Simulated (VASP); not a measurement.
BN:

```
CELL_PARAMETERS angstrom
1.26759 0.73184 3.41732
-1.26759 0.73184 3.41732
0.00000 -1.46368 3.41732
ATOMIC_POSITIONS crystal
N 0.66724 0.66724 0.66724
B 0.00033 0.00033 0.00033
```

Base run:

- Program: VASP 6.6.1
- Functional: r2SCAN
- Potentials or basis: VASP PAW PBE potentials, release 64 (N, B)
- Cutoff: 520 eV
- k mesh: 12 × 12 × 12
- Occupations: fermi-dirac, width 0.05 eV
- Spin: no spin polarisation

Its results: band gap on the k mesh 4.78 eV, indirect (least direct gap 5.28 eV); pressure -8.9 GPa; largest force 0.010 eV/Å.

**Question.** The run is repeated on the same cell with these changes: functional from r2SCAN to LDA; potentials or basis from VASP PAW PBE potentials, release 64 (N, B) to VASP PAW LDA potentials, release 64 (N, B). What comes out?

**Answer.** Band gap on the k mesh 4.05 eV, indirect (least direct gap 4.46 eV); pressure -12.4 GPa; largest force 0.005 eV/Å.

Caveats: the PAW data sets were made with another functional, which shifts forces and pressure a little (some runs).

A k mesh can miss the band edges.
